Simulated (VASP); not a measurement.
Here is a VASP 6.6.1 calculation.

Contents of INCAR:

```
SYSTEM = Ba
PREC = Accurate ; ENCUT = 520
EDIFF = 1E-6 ; ISMEAR = -1
SIGMA = 0.1 ; LREAL = .FALSE.
LASPH = .TRUE. ; NELM = 100
ALGO = Normal ; ISIF = 2
LWAVE = .FALSE. ; LCHARG = .FALSE.
GGA = PS ; NBANDS = 22
```

The input KPOINTS:

```
Automatic mesh
0
G
  7 7 10
  0 0 0
```

The input POSCAR:

```
Ba
1.0
    7.0806829207      0.0000000000      0.0000000000
   -3.5403414603      6.1320512855      0.0000000000
    0.0000000000      0.0000000000      4.2144845001
Ba
3
Direct
    0.0000000000      0.0000000000      1.0000000000
    0.3333333333      0.6666666667      0.5000000000
    0.6666666667      0.3333333333      0.5000000000
```

Potentials or basis: VASP PAW PBE potentials, release 64 (Ba_sv).

Launch:

```console
$ cat potpaw_PBE.64/Ba_sv/POTCAR > POTCAR
$ mpirun -np 1 vasp_std > vasp.out
```

(1) Estimate the band gap on the k mesh.

(2) Predict the pressure.

Results:

(1) zero (bands 15 and 16 overlap by 0.64 eV).

(2) -0.3 GPa.

Caveat: the PAW data sets were made with another functional, which shifts forces and pressure a little; spin-orbit coupling is left out, which moves the levels of the heavy elements.
